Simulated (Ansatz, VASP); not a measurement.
# Al2O3 in VASP and in Ansatz

File POSCAR:

```
Al2O3
1.0
    2.3793611047      1.3737247743      4.3315925792
   -2.3793611047      1.3737247743      4.3315925792
    0.0000000000     -2.7474495486      4.3315925792
Al O
4 6
Direct
    0.1480885927      0.1480885927      0.1480885927
    0.3519114073      0.3519114073      0.3519114073
    0.6480885927      0.6480885927      0.6480885927
    0.8519114073      0.8519114073      0.8519114073
    0.9436338431      0.5563661569      0.2500000000
    0.4436338431      0.7500000000      0.0563661569
    0.5563661569      0.2500000000      0.9436338431
    0.2500000000      0.9436338431      0.5563661569
    0.7500000000      0.0563661569      0.4436338431
    0.0563661569      0.4436338431      0.7500000000
```

Contents of INCAR.step1:

```
  ALGO = Normal
  EDIFF = 1E-4
  ENCUT = 520
  GGA = PE
  ISMEAR = 0
  LASPH = T
  LCHARG = F
  LREAL = F
  LWAVE = T
  NBANDS = 35
  NELM = 60
  PREC = Accurate
  SIGMA = 0.01
```

Contents of INCAR.step2:

```
  ALGO = Normal
  EDIFF = 1E-7
  ENCUT = 520
  ISIF = 2
  ISMEAR = 0
  ISTART = 1
  LASPH = T
  LCHARG = F
  LMIXTAU = T
  LREAL = F
  LWAVE = F
  METAGGA = R2SCAN
  NBANDS = 35
  NELM = 60
  PREC = Accurate
  SIGMA = 0.01
```

KPOINTS

```
k-points
0
Gamma
  6 6 6
```

Input for Ansatz:

```yaml
crystal:
  lattice:
    - [2.3793611047, 1.3737247743, 4.3315925792]
    - [-2.3793611047, 1.3737247743, 4.3315925792]
    - [0.0, -2.7474495486, 4.3315925792]
  atoms:
    - { symbol: Al, position: [0.1480885927, 0.1480885927, 0.1480885927] }
    - { symbol: Al, position: [0.3519114073, 0.3519114073, 0.3519114073] }
    - { symbol: Al, position: [0.6480885927, 0.6480885927, 0.6480885927] }
    - { symbol: Al, position: [0.8519114073, 0.8519114073, 0.8519114073] }
    - { symbol: O, position: [0.9436338431, 0.5563661569, 0.25] }
    - { symbol: O, position: [0.4436338431, 0.75, 0.0563661569] }
    - { symbol: O, position: [0.5563661569, 0.25, 0.9436338431] }
    - { symbol: O, position: [0.25, 0.9436338431, 0.5563661569] }
    - { symbol: O, position: [0.75, 0.0563661569, 0.4436338431] }
    - { symbol: O, position: [0.0563661569, 0.4436338431, 0.75] }
kpoints:
  mp_grid: { grid: [6, 6, 6] }
  band_path:
    path:
      - [0.0, 0.0, 0.0]
      - [0.5, 0.5, 0.5]
      - [0.7662811382, 0.2337188618, 0.5]
      - [0.5, -0.2337188618, 0.2337188618]
      - [0.5, 0.0, 0.0]
      - [0.3668594309, -0.3668594309, 0.0]
      - [0.6331405691, 0.0, 0.3668594309]
      - [0.5, 0.0, 0.5]
    npoints: 1
hamiltonian:
  xc: r2scan
scf:
  occupations: { method: fixed }
  n_extra_bands: 6
output:
  forces: true
  stress: true
  eigenvalues: true
```

Alike in both runs: task single point; functional r2SCAN; k mesh 6 × 6 × 6; no spin polarisation.

|  | VASP | Ansatz |
| --- | --- | --- |
| version | VASP 6.6.1 | Ansatz 0.2.0 |
| potentials or method | VASP PAW PBE potentials, release 64 (Al, O) | plane waves, PAW |
| plane-wave cutoff (eV) | 520 | 500 |
| occupations | gaussian, width 0.01 eV | fixed |
| valence electrons in the cell | 48 | 48 |

Ansatz gave:

```
gap on the k mesh at the Fermi level (eV)                     : 7.14
pressure (GPa)                                                : 0.0
traceless stress, the component that is largest in VASP (GPa) : 0.00
rms of the force components (eV/Å)                            : 0.000
```

Question: What did VASP give for the same quantities?

Answer: gap on the k mesh at the Fermi level (eV): 7.16; pressure (GPa): -0.5; traceless stress, the component that is largest in VASP (GPa): -0.06; rms of the force components (eV/Å): 0.009.

VASP's potentials were made for PBE, not for r2SCAN. Atom by atom the forces differ by 0.009 eV/Å (rms over components).
